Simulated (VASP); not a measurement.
**TaN: single point with PBEsol-based screened hybrid with 25 % exact exchange**

TaN:

```
Ta N
1.0
     2.91322    0.00000    0.00000
    -1.45661    2.52292    0.00000
     0.00000    0.00000    2.85593
Ta N
1 1
Direct
  0.33333 0.66667 0.50000
  0.00000 0.00000 0.00000
```

| Item | Value |
| --- | --- |
| Program | VASP 6.6.1 |
| Task | single point |
| Functional | PBEsol-based screened hybrid with 25 % exact exchange |
| Potentials or basis | VASP PAW PBE potentials, release 64 (Ta_pv, N) |
| Cutoff | 520 eV |
| k mesh | 5 × 5 × 5 |
| Occupations | fermi-dirac, width 0.05 eV |
| Spin | no spin polarisation |
| Dipole correction | no |
| Grid for exact exchange (PRECFOCK) | Normal |
| Share of exact exchange | 0.25 |
| Further INCAR settings | ALGO = Normal; EDIFF = 1e-07; NBANDS = 15 |
| Screening parameter | 0.207 1/Å |

```
Pressure               : -0.5 GPa
Band gap on the k mesh : zero (filled and empty bands touch)
```

Levels at points of the mesh, in eV from the Fermi level:
| k point | band 4 | band 5 | band 6 | band 7 | band 8 | band 9 | band 10 | band 11 | band 12 | band 13 |
| --- | --- | --- | --- | --- | --- | --- | --- | --- | --- | --- |
| (0.00, 0.00, 0.00) | -20.37 | -5.67 | -5.67 | -5.20 | -3.79 | 2.83 | 4.23 | 4.23 | 4.76 | 4.76 |

Wall time 13 min on 1 thread of Intel(R) Xeon(R) Platinum 8259CL CPU @ 2.50GHz (Skylake/Cascade Lake), on a shared host, peak memory 0.25 GiB.

Caveat: the k points lie up to 0.50 Å⁻¹ apart; the PAW data sets were made with another functional, which shifts forces and pressure a little; spin-orbit coupling is left out, which moves the levels of the heavy elements.
